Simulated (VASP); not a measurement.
# ZnS: single point with r2SCAN

ZnS:

```
Zn S
1.0
     2.67271    2.67271    0.00000
    -2.67271    2.67271    0.00000
     0.00000    2.67271    2.67271
Zn S
1 1
Direct
  0.75000 0.25000 0.50000
  0.00000 0.00000 0.00000
```

```json
{
  "Program": "VASP 6.6.1",
  "Task": "single point",
  "Functional": "r2SCAN",
  "Potentials or basis": "VASP PAW PBE potentials, release 64 (Zn, S)",
  "Cutoff": "520 eV",
  "k mesh": "8 × 8 × 8",
  "Occupations": "gaussian, width 0.01 eV",
  "Spin": "no spin polarisation",
  "Dipole correction": "no",
  "Further INCAR settings": "ALGO = Normal; EDIFF = 1e-06; NBANDS = 16"
}
```

| Quantity | Value |
| --- | --- |
| Pressure | 2.0 GPa |
| Band gap on the k mesh | 2.83 eV |

Levels at points of the mesh, in eV from the valence-band top:
```csv
k point,band 6,band 7,band 8,band 9,band 10,band 11,band 12,band 13
"(0.00, 0.00, 0.00)",-6.05,0.00,0.00,0.00,2.83,6.87,6.88,6.88
"(0.50, 0.00, 0.00)",-5.84,-5.62,-0.94,-0.94,3.88,7.37,7.37,9.54
"(0.50, 0.50, 0.00)",-5.82,-4.75,-2.41,-2.41,3.65,4.47,12.02,13.05
```

Run time: 2 min on 1 thread of Intel Xeon 8259CL, on a shared host, peak memory 0.17 GiB.

Caveat: the PAW data sets were made with another functional, which shifts forces and pressure a little. r2SCAN opens gaps a little over a GGA but as a rule still falls short of measured ones.
